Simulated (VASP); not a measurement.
Input of a VASP 6.6.1 run:

INCAR

```
PREC     = Accurate       # precision mode
ENCUT    = 520            # plane-wave cutoff, eV
EDIFF    = 1E-7           # SCF threshold, eV
ISMEAR   = 0              # smearing method
SIGMA    = 0.1            # smearing width, eV
LREAL    = F              # projectors in reciprocal space
LASPH    = T              # aspherical terms in the spheres
NELM     = 80             # most SCF steps
ALGO     = Normal         # electronic algorithm
ISIF     = 2              # what is computed and relaxed
LWAVE    = F              # write WAVECAR
LCHARG   = T              # write CHGCAR
GGA      = PE             # functional
LELF     = T              # ELF
LVHAR    = T            
NBANDS   = 46             # bands
```

File KPOINTS:

```
regular mesh
0
Gamma
  4 4 4
```

File POSCAR:

```
In4Sb3As
1.0
    6.0017366400      0.0000000000      0.0000000000
    0.0000000000      6.0017366400      0.0000000000
    0.0000000000      0.0000000000      6.0017366400
In Sb As
4 3 1
Direct
    0.2500000000      0.7500000000      0.2500000000
    0.2500000000      0.2500000000      0.7500000000
    0.7500000000      0.7500000000      0.7500000000
    0.7500000000      0.2500000000      0.2500000000
    0.0000000000      0.5000000000      0.5000000000
    0.5000000000      0.5000000000      0.0000000000
    0.5000000000      0.0000000000      0.5000000000
    0.0000000000      0.0000000000      0.0000000000
```

Potentials or basis: VASP PAW PBE potentials, release 64 (In_d, Sb, As).

The run is started by

```console
$ cat potpaw_PBE.64/In_d/POTCAR potpaw_PBE.64/Sb/POTCAR potpaw_PBE.64/As/POTCAR > POTCAR
$ mpirun -np 1 vasp_std > vasp.out
```

Q: Predict the band gap on the k mesh.

A: 0.28 eV (least direct gap 0.40 eV).

Q: What does it give for the pressure?

A: 18.4 GPa.

Caveat: the cell stands under pressure; semilocal functionals underestimate gaps, and a narrow one can read as zero; spin-orbit coupling is left out, which moves the levels of the heavy elements. A k mesh can miss the band edges.
